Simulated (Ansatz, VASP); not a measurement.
One calculation of Hf, two programs

```
Hf
1.0
     0.00000    2.04240    2.39760
     2.04240    0.00000    2.39760
     2.04240    2.04240    0.00000
Hf
1
Direct
  0.00000 0.00000 0.00000
```

Change from the starting cell: strain -0.080 along x and y, +0.080 along z, atoms carried along.

Alike in both runs: task single point; functional r2SCAN; k mesh 18 × 18 × 18; occupations gaussian, width 0.15 eV; no spin polarisation.

|  | VASP | Ansatz |
| --- | --- | --- |
| version | VASP 6.6.1 | Ansatz 0.2.0 |
| potentials or method | VASP PAW PBE potentials, release 64 (Hf_pv), cutoff 520 eV | scalar-relativistic, plane waves, PAW |
| valence electrons in the cell | 10 | 26 |

```csv
,VASP,Ansatz,Ansatz less VASP
gap on the k mesh at the Fermi level (eV),none,none,-
pressure (GPa),13.1,13.6,+0.43
"traceless stress, the component that is largest in VASP (GPa)",-6.16,-6.04,+0.121
```

VASP's potentials were made for PBE, not for r2SCAN. A gap of «none» marks a metal or a gap that the smearing closes. The functional is the same, so the differences come from potentials, cutoffs and numerics. VASP's potentials hold 10 valence electrons a cell and Ansatz's 26, so a difference there can come from the potentials and not from the codes.

Spin-orbit coupling is off throughout.
